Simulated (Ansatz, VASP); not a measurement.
## ZnO in VASP and in Ansatz

File INCAR:

```
SYSTEM = ZnO
PREC = Accurate
ENCUT = 910
EDIFF = 1E-6
ISMEAR = -1
SIGMA = 0.02
LREAL = .FALSE.
LASPH = .TRUE.
NELM = 120
ALGO = Normal
ISIF = 2
LWAVE = .FALSE.
LCHARG = .TRUE.
GGA = PE
LELF = .TRUE.
LVHAR = .TRUE.
NBANDS = 16
GGA_COMPAT = .FALSE.
```

The input KPOINTS:

```
Automatic mesh
0
G
  10 10 10
  0 0 0
```

File POSCAR:

```
ZnO
1.0
    0.0000000000      2.1337703963      2.1337703963
    2.1890350496      0.0000000000      2.1337703963
    2.1890350496      2.1337703963      0.0000000000
Zn O
1 1
Direct
    0.0000000000      0.0000000000      0.0000000000
    0.5000000000      0.5000000000      0.5000000000
```

Input for Ansatz:

```yaml
crystal:
  lattice:
    - [0.0, 2.1337703963, 2.1337703963]
    - [2.1890350496, 0.0, 2.1337703963]
    - [2.1890350496, 2.1337703963, 0.0]
  atoms:
    - { symbol: Zn, position: [0.0, 0.0, 0.0] }
    - { symbol: O, position: [0.5, 0.5, 0.5] }
kpoints:
  mp_grid: { grid: [10, 10, 10] }
  band_path:
    path:
      - [0.0, 0.0, 0.0]
      - [0.5, 0.0, 0.5]
      - [0.625, 0.25, 0.625]
      - [0.375, 0.375, 0.75]
      - [0.5, 0.5, 0.5]
      - [0.5, 0.25, 0.75]
    npoints: 1
hamiltonian:
  xc: pbe
scf:
  occupations: { method: fermi_dirac, width: 0.02 }
  n_extra_bands: 4
output:
  forces: true
  stress: true
  eigenvalues: true
```

Change from the starting cell: uniaxial_x strain +2.6%.

Alike in both runs: task single point; functional PBE; k mesh 10 × 10 × 10; occupations fermi-dirac, width 0.02 eV; no spin polarisation.

```csv
,VASP,Ansatz
version,VASP 6.6.1,Ansatz 0.2.0
potentials or method,"VASP PAW PBE potentials, release 64 (Zn, O_h)","plane waves, PAW"
plane-wave cutoff (eV),910,420
valence electrons in the cell,18,18
```

VASP gave:

```
gap on the k mesh at the Fermi level (eV) : 0.73
```

Task: What did Ansatz give for the same quantities?

Result: gap on the k mesh at the Fermi level (eV): 0.76.

Noted on VASP's run: the cutoff is short for stress, so the pressure is rough.
